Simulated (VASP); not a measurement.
A run of VASP 6.6.1 is set up as follows.

INCAR

```
PREC     = Accurate       # precision mode
ENCUT    = 520            # plane-wave cutoff, eV
EDIFF    = 1E-6           # SCF threshold, eV
ISMEAR   = -1             # smearing method
SIGMA    = 0.05           # smearing width, eV
LREAL    = False          # projectors in reciprocal space
LASPH    = True           # aspherical terms in the spheres
NELM     = 150            # most SCF steps
ALGO     = Normal         # electronic algorithm
ISIF     = 2              # what is computed and relaxed
LWAVE    = False          # write WAVECAR
LCHARG   = True           # write CHGCAR
ISPIN    = 2              # spin polarisation
MAGMOM   = 4 0            # initial moments
LORBIT   = 11             # projections on sites
LMAXMIX  = 4              # l up to which the mixer works
GGA      = PE             # functional
LELF     = True           # ELF
LVHAR    = True         
NBANDS   = 20             # bands
```

The input KPOINTS:

```
regular mesh
0
Gamma
  9 9 9
```

File POSCAR:

```
MnSi
1.0
    2.9874314600      0.0000000000      0.0000000000
    0.0000000000      2.9874314600      0.0000000000
    0.0000000000      0.0000000000      2.9874314600
Mn Si
1 1
Direct
    0.5000000000      0.5000000000      0.5000000000
    0.0000000000      0.0000000000      0.0000000000
```

Potentials or basis: VASP PAW PBE potentials, release 64 (Mn_pv, Si).

Launch:

```sh
$ cat potpaw_PBE.64/Mn_pv/POTCAR potpaw_PBE.64/Si/POTCAR > POTCAR
$ mpirun -np 1 vasp_std > vasp.out
```

Q: What does it give for the site moments?

A: Mn +0.96; Si -0.07 μB.

Q: What does it give for the pressure?

A: -26.1 GPa.

Q: Estimate the net moment.

A: 0.87 μB per cell.

Caveat: the cell stands under tension.
